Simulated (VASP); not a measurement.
# ZnSbO (P4/mmm) in VASP: notebook

ZnSbO is run at these levels: PBE; tasks: single point, relaxation of cell and atoms.

Program: VASP 6.6.1. These are calculated values, not measurements. Logs are shortened: lines on timing, memory, paths and dates and some standing lists are left out, and cuts for length are marked.

**1. The cell of the first run**

It takes space group P4/mmm (No. 123, tetragonal). Conventional cell: a = 3.316 Å, b = 3.316 Å, c = 5.497 Å, α = 90.00°, β = 90.00°, γ = 90.00°. Zn (site symmetry 4/mmm) has 2 Sb at 2.75 Å and 4 Zn at 3.32 Å and 8 O at 3.61 Å within 3.7 Å. Sb (site symmetry 4/mmm) has 4 O at 2.34 Å and 2 Zn at 2.75 Å within 3.1 Å. O (site symmetry 4/mmm) has 4 Sb at 2.34 Å within 3.1 Å.

The cell was generated, and may not be a known phase.

**2. Single point, PBE**

INCAR reads:

```
PREC = Accurate
ENCUT = 520
EDIFF = 1E-6
ISMEAR = 0
SIGMA = 0.1
LREAL = F
LASPH = T
NELM = 80
ALGO = Normal
ISIF = 2
LWAVE = F
LCHARG = F
GGA = PE
NBANDS = 18
```

KPOINTS reads:

```
regular mesh
0
Gamma
  14 14 8
```

POSCAR reads:

```
ZnSbO
1.0
    3.3156923309      0.0000000000      0.0000000000
    0.0000000000      3.3156923309      0.0000000000
    0.0000000000      0.0000000000      5.4968789357
Zn Sb O
1 1 1
Direct
    0.5000000000      0.5000000000      0.0000000000
    0.5000000000      0.5000000000      0.5000000000
    0.0000000000      0.0000000000      0.5000000000
```

Potentials or basis: VASP PAW PBE potentials, release 64 (Zn, Sb, O).

The run is started by

```console
cat potpaw_PBE.64/Zn/POTCAR potpaw_PBE.64/Sb/POTCAR potpaw_PBE.64/O/POTCAR > POTCAR
mpirun -np 1 vasp_std > vasp.out
```

OUTCAR:

```text
PREC = Accurate
   ENCUT = 520
   EDIFF = 1E-6
   ISMEAR = 0
   LREAL = F
   LASPH = T
   NELM = 80
   ISIF = 2
   GGA = PE

 ion  position               nearest neighbor table
   1  0.500  0.500  0.000-   2 2.75   2 2.75
   2  0.500  0.500  0.500-   3 2.34   3 2.34   3 2.34   3 2.34   1 2.75   1 2.75
   3  0.000  0.000  0.500-   2 2.34   2 2.34   2 2.34   2 2.34

  LATTYP: Found a simple tetragonal cell.
 ALAT       =     3.3156923309
 C/A-ratio  =     1.6578374551

  Lattice vectors:

 A1 = (   3.3156923309,   0.0000000000,   0.0000000000)
 A2 = (   0.0000000000,   3.3156923309,   0.0000000000)
 A3 = (   0.0000000000,   0.0000000000,   5.4968789357)

Analysis of symmetry for initial positions (statically):
=====================================================================
 Subroutine PRICEL returns:
 Original cell was already a primitive cell.

 Routine SETGRP: Setting up the symmetry group for a
 simple tetragonal supercell.

 Subroutine GETGRP returns: Found 16 space group operations
 (whereof 16 operations were pure point group operations)
 out of a pool of 16 trial point group operations.

The static configuration has the point symmetry D_4h.

Analysis of symmetry for dynamics (positions and initial velocities):
=====================================================================
 Subroutine PRICEL returns:
 Original cell was already a primitive cell.

 Routine SETGRP: Setting up the symmetry group for a
 simple tetragonal supercell.

 Subroutine GETGRP returns: Found 16 space group operations
 (whereof 16 operations were pure point group operations)
 out of a pool of 16 trial point group operations.

The dynamic configuration has the point symmetry D_4h.

 Subroutine INISYM returns: Found 16 space group operations
 (whereof 16 operations are pure point group operations),
 and found     1 'primitive' translations

----------------------------------------------------------------------------------------

                                     Primitive cell

  volume of cell :      60.4317

  direct lattice vectors                    reciprocal lattice vectors
     3.315692331  0.000000000  0.000000000     0.301596137  0.000000000  0.000000000
     0.000000000  3.315692331  0.000000000     0.000000000  0.301596137  0.000000000
     0.000000000  0.000000000  5.496878936     0.000000000  0.000000000  0.181921416

  length of vectors
     3.315692331  3.315692331  5.496878936     0.301596137  0.301596137  0.181921416

  position of ions in fractional coordinates (direct lattice)
     0.500000000  0.500000000  0.000000000
     0.500000000  0.500000000  0.500000000
     0.000000000  0.000000000  0.500000000

  ion indices of the primitive-cell ions
   primitive index   ion index
                 1           1
                 2           2
                 3           3

----------------------------------------------------------------------------------------

 KPOINTS: regular mesh

Automatic generation of k-mesh.
 Grid dimensions read from file:
 generate k-points for:   14   14    8

 Generating k-lattice:

  Cartesian coordinates                     Fractional coordinates (reciprocal lattice)
     0.021542581  0.000000000  0.000000000     0.071428571  0.000000000  0.000000000
     0.000000000  0.021542581  0.000000000     0.000000000  0.071428571  0.000000000
     0.000000000  0.000000000  0.022740177     0.000000000  0.000000000  0.125000000

  Length of vectors
     0.021542581  0.021542581  0.022740177

  Shift w.r.t. Gamma in fractional coordinates (k-lattice)
     0.000000000  0.000000000  0.000000000

 Subroutine IBZKPT returns following result:
 ===========================================

 Found    180 irreducible k-points:

 Following reciprocal coordinates:
            Coordinates               Weight
  0.000000  0.000000  0.000000      1.000000
  0.071429  0.000000  0.000000      4.000000
  0.142857  0.000000  0.000000      4.000000
  0.214286  0.000000  0.000000      4.000000
  0.285714  0.000000  0.000000      4.000000
  0.357143  0.000000  0.000000      4.000000
[... 16 lines left out ...]
  0.285714  0.214286  0.000000      8.000000
  0.357143  0.214286  0.000000      8.000000
 [... further k-points ...]
   k-points           NKPTS =    180   k-points in BZ     NKDIM =    180   number of bands    NBANDS=     18
   number of dos      NEDOS =    301   number of ions     NIONS =      3
   total plane-waves  NPLWV =  32928
   dimension x,y,z NGX =    28 NGY =   28 NGZ =   42
   dimension x,y,z NGXF=    56 NGYF=   56 NGZF=   84
   ions per type =               1   1   1
   NGX,Y,Z   is equivalent  to a cutoff of  14.04, 14.04, 12.70 a.u.
   NGXF,Y,Z  is equivalent  to a cutoff of  28.08, 28.08, 25.40 a.u.
 SYSTEM =  unknown system
   PREC   = accura    normal or accurate (medium, high low for compatibility)
   ISTART =      0    job   : 0-new  1-cont  2-samecut
   ICHARG =      2    charge: 1-file 2-atom 10-const
   ISPIN  =      1    spin polarized calculation?
   LNONCOLLINEAR =      F non collinear calculations
   LSORBIT =      F    spin-orbit coupling
   LASPH  =      T    aspherical Exc in radial PAW
   ENCUT  =  520.0 eV  38.22 Ry    6.18 a.u.   6.16  6.16 10.22*2*pi/ulx,y,z
   NELM   =     80;   NELMIN=  2; NELMDL= -5     # of ELM steps
   EDIFF  = 0.1E-05   stopping-criterion for ELM
   LREAL  =      F    real-space projection
[... 7 lines left out ...]
   TEBEG  =    0.0;   TEEND  =   0.0 temperature during run
   PSTRESS=    0.0 pullay stress
   NELECT =      23.0000    total number of electrons
   NUPDOWN=      -1.0000    fix difference up-down
   EMIN   =  10.00;   EMAX   =-10.00  energy-range for DOS
   EFERMI =   0.00;   METHOD = LEGACY
   ISMEAR =     0;   SIGMA  =   0.10  broadening in eV -4-tet -1-fermi 0-gaus
   EFERMI_NEDOS =   21; number of points for ismear=-14 and -15
   IALGO  =     38    algorithm
   IMIX   =      4    mixing-type and parameters
     AMIX     =   0.40;   BMIX     =  1.00
     AMIX_MAG =   1.60;   BMIX_MAG =  1.00
  volume/ion in A,a.u.               =      20.14       135.94
  Fermi-wavevector in a.u.,A,eV,Ry     =   1.186395  2.241961 19.150644  1.407533
  Thomas-Fermi vector in A             =   2.322568
   LORBIT       =      0    0 simple, 1 ext, 2 COOP (PROOUT), +10 PAW based schemes
   GGA     = PE    functional components
   LHFCALC =     F    Hartree Fock is set to
   AEXX    =    0.0000 exact exchange contribution
   IVDW    =     0    specifies the selected vdW correction
   LEPSILON=     F    determine dielectric tensor
   LRPA    =     F    only Hartree local field effects (RPA)
 non-spin polarized calculation
 Gauss-broadening in eV      SIGMA  =   0.10
  energy-cutoff  :      520.00
  volume of cell :       60.43
 maximum number of plane-waves:      1652
 NGX is ok and might be reduce to    28
   NGX = 13   NGY = 13   NGZ = 21

 number of electron      23.0000003 magnetization

 Free energy of the ion-electron system (eV)
  ---------------------------------------------------
  ext. energy  EPLUGINS =         0.00000000
  ---------------------------------------------------
  free energy    TOTEN  =       -10.99546384 eV

  energy without entropy =      -10.98885201  energy(sigma->0) =      -10.99215793

 E-fermi :   4.5863     XC(G=0):  -9.6585

 val. band max:        4.5657410182   @ k =   0.4286   0.0714   0.1250
 cond. band min:       4.5903006300   @ k =   0.4286   0.2143   0.2500
 fundamental gap:      0.0245596118
 Fermi energy:         4.5863466674

 k-point     1 :       0.0000    0.0000    0.0000
  band No.  band energies     occupation
      1     -14.7558      2.00000
      2      -4.5000      2.00000
      3      -2.8635      2.00000
      4      -2.6600      2.00000
      5      -2.6433      2.00000
      6      -2.6433      2.00000
[... 10 lines left out ...]
     17      13.6471      0.00000
     18      14.1653      0.00000

 k-point     2 :       0.0714    0.0000    0.0000
  band No.  band energies     occupation
      1     -14.7301      2.00000
      2      -4.6130      2.00000
      3      -2.8569      2.00000
      4      -2.6611      2.00000
      5      -2.6525      2.00000
      6      -2.6428      2.00000
[... 10 lines left out ...]
     17      13.6320      0.00000
     18      13.9731      0.00000

 k-point     3 :       0.1429    0.0000    0.0000
  band No.  band energies     occupation
      1     -14.6563      2.00000
      2      -4.9220      2.00000
      3      -2.8419      2.00000
      4      -2.6766      2.00000
      5      -2.6570      2.00000
      6      -2.6413      2.00000
[... 10 lines left out ...]
     17      13.2158      0.00000
     18      13.6358      0.00000

 k-point     4 :       0.2143    0.0000    0.0000
  band No.  band energies     occupation
      1     -14.5452      2.00000
      2      -5.3502      2.00000
      3      -2.8270      2.00000
      4      -2.7077      2.00000
      5      -2.6392      2.00000
      6      -2.6389      2.00000
[... 375 lines left out ...]
      4      -2.7087      2.00000
      5      -2.6823      2.00000
      6      -2.6619      2.00000
[... 10 lines left out ...]
     17      12.1268      0.00000
     18      13.1208      0.00000

 k-point    23 :       0.2857    0.2143    0.0000
  band No.  band energies     occupation
      1     -14.2224      2.00000
      2      -5.5813      2.00000
      3      -2.7280      2.00000
      4      -2.7232      2.00000
      5      -2.6853      2.00000
      6      -2.6824      2.00000
[... 10 lines left out ...]
     17      11.5647      0.00000
     18      13.0418      0.00000

 k-point    24 :       0.3571    0.2143    0.0000
  band No.  band energies     occupation
      1     -14.1055      2.00000
      2      -5.7632      2.00000
      3      -2.7496      2.00000
      4      -2.7154      2.00000
      5      -2.6998      2.00000
      6      -2.6824      2.00000
[... 10 lines left out ...]
     17      11.0729      0.00000
     18      13.0816      0.00000

 [... further k-points ...]

------------------------ aborting loop because EDIFF is reached ----------------------------------------

  FORCE on cell =-STRESS in cart. coord.  units (eV):
  Direction    XX          YY          ZZ          XY          YZ          ZX
  --------------------------------------------------------------------------------------
  -------------------------------------------------------------------------------------
  Total       -0.2290315     -0.2290315      0.0060238      0.0000000     -0.0000000     -0.0000000
  in kB       -6.0721314     -6.0721314      0.1597035      0.0000000     -0.0000000     -0.0000000
  external PRESSURE =      -3.9948531 kB  Pullay stress =       0.0000000 kB

 VOLUME and BASIS-vectors are now :
 -----------------------------------------------------------------------------
  energy-cutoff  :      520.00
  volume of cell :       60.43
      direct lattice vectors                 reciprocal lattice vectors
     3.315692331  0.000000000  0.000000000     0.301596137  0.000000000  0.000000000
     0.000000000  3.315692331  0.000000000     0.000000000  0.301596137  0.000000000
     0.000000000  0.000000000  5.496878936     0.000000000  0.000000000  0.181921416

 POSITION                                       TOTAL-FORCE (eV/Angst)
 -----------------------------------------------------------------------------------
      1.65785      1.65785      0.00000         0.000000      0.000000      0.000000
      1.65785      1.65785      2.74844         0.000000      0.000000      0.000000
      0.00000      0.00000      2.74844         0.000000      0.000000      0.000000
 -----------------------------------------------------------------------------------
    total drift:                                0.000000      0.000000     -0.000000

  FREE ENERGIE OF THE ION-ELECTRON SYSTEM (eV)
  ---------------------------------------------------
  free  energy   TOTEN  =       -10.9954638403 eV

  energy  without entropy=      -10.9888520113  energy(sigma->0) =      -10.99215793
```

Wall time 76 s (1 thread of Intel Xeon 6975P-C (Granite Rapids), shared host); peak memory 0.34 GiB.

What came out:

- Free energy: -10.9955 eV
- Pressure: -0.4 GPa
- Band gap on the k mesh: zero (an odd number of electrons rules out a gap without spin polarisation)

Caveat: spin-orbit coupling is left out, which moves the levels of the heavy elements; an odd number of electrons without spin polarisation forces a metal; a magnetic or distorted state may lie lower.

**3. Relaxation of cell and atoms, PBE**

This run uses another cell than the first one, of 20.07 Å³/atom.

INCAR reads:

```
SYSTEM = ZnSbO
PREC     = Accurate       ! precision mode
ENCUT    = 600            ! plane-wave cutoff, eV
EDIFF    = 1E-6           ! SCF threshold, eV
ISMEAR   = 0              ! smearing method
SIGMA    = 0.1            ! smearing width, eV
LREAL    = .FALSE.        ! projectors in reciprocal space
LASPH    = .TRUE.         ! aspherical terms in the spheres
NELM     = 60             ! most SCF steps
ALGO     = Normal         ! electronic algorithm
ISIF     = 3              ! what is computed and relaxed
LWAVE    = .FALSE.        ! write WAVECAR
LCHARG   = .FALSE.        ! write CHGCAR
GGA      = PE             ! functional
IBRION   = 2              ! ionic algorithm
NSW      = 100            ! ionic steps
EDIFFG   = -0.01          ! ionic threshold
```

KPOINTS reads:

```
Automatic mesh
0
G
  14 14 8
  0 0 0
```

POSCAR reads:

```
ZnSbO
1.0
    3.3153465675      0.0000000000      0.0000000000
    0.0000000000      3.3153465675      0.0000000000
    0.0000000000      0.0000000000      5.4776678055
Zn Sb O
1 1 1
Direct
    0.5000000000      0.5000000000      0.0000000000
    0.5000000000      0.5000000000      0.5000000000
    0.0000000000      0.0000000000      0.5000000000
```

Potentials or basis: VASP PAW PBE potentials, release 64 (Zn, Sb, O).

The run is started by

```console
cat potpaw_PBE.64/Zn/POTCAR potpaw_PBE.64/Sb/POTCAR potpaw_PBE.64/O/POTCAR > POTCAR
mpirun -np 1 vasp_std > vasp.out
```

Run time: 4.1 min. Hardware: 1 thread of Intel Xeon 6975P-C (Granite Rapids), shared host; peak memory 0.39 GiB.

Results (log left out):

| Item | Value |
| --- | --- |
| Free energy | -10.9976 eV |
| Relaxed volume | 20.01 Å³/atom |
| Relaxed cell | a = 3.305 Å, b = 3.305 Å, c = 5.494 Å, α = 90.00°, β = 90.00°, γ = 90.00° |
| Space group after relaxing (to 0.1 Å) | P4/mmm (No. 123) |
| Energy gained by relaxing | 0.3 meV/atom |
| Ionic steps | 6 |
| Pressure after relaxing | 0.0 GPa |
| Band gap on the k mesh | zero (an odd number of electrons rules out a gap without spin polarisation) |

Step by step:
| step | energy change (eV) | largest force (eV/Å) | pressure (GPa) | volume (Å³) |
| --- | --- | --- | --- | --- |
| 1 | 0.0000 | 0.0000 | -0.33 | 60.21 |
| 2 | -0.0008 | 0.0000 | 0.14 | 59.85 |
| 3 | -0.0009 | 0.0000 | 0.10 | 59.90 |
| 4 | -0.0009 | 0.0000 | 0.08 | 59.91 |
| 5 | -0.0009 | 0.0000 | 0.04 | 59.98 |
| 6 | -0.0009 | 0.0000 | 0.00 | 60.02 |

Final structure:
```yaml
crystal:
  lattice:
    - [3.30505, 0.00000, 0.00000]
    - [0.00000, 3.30505, 0.00000]
    - [0.00000, 0.00000, 5.49425]
  atoms:
    - { symbol: Zn, position: [0.50000, 0.50000, 0.00000] }
    - { symbol: Sb, position: [0.50000, 0.50000, 0.50000] }
    - { symbol: O, position: [0.00000, 0.00000, 0.50000] }
```

Levels at points of the mesh, in eV from the Fermi level:
```csv
k point,band 8,band 9,band 10,band 11,band 12,band 13,band 14,band 15
"(0.00, 0.00, 0.00)",-5.71,-5.05,-5.05,-3.64,-0.59,5.40,5.40,5.83
"(0.50, 0.00, 0.00)",-3.90,-3.50,-2.73,-2.63,-1.87,0.31,1.40,3.23
"(0.50, 0.50, 0.00)",-7.11,-6.65,-3.17,-1.16,0.96,1.45,1.45,5.25
"(0.00, 0.00, 0.50)",-7.01,-5.02,-5.02,-2.63,2.82,3.09,5.99,6.09
"(0.50, 0.00, 0.50)",-4.44,-3.90,-3.85,-1.26,-0.83,0.35,3.45,3.57
"(0.50, 0.50, 0.50)",-7.05,-7.05,-3.20,-2.49,1.16,1.16,3.93,3.93
```

Caveat: spin-orbit coupling is left out, which moves the levels of the heavy elements; an odd number of electrons without spin polarisation forces a metal; a magnetic or distorted state may lie lower.

The gap in the log of VASP goes by the Fermi energy; the results here count the filled bands.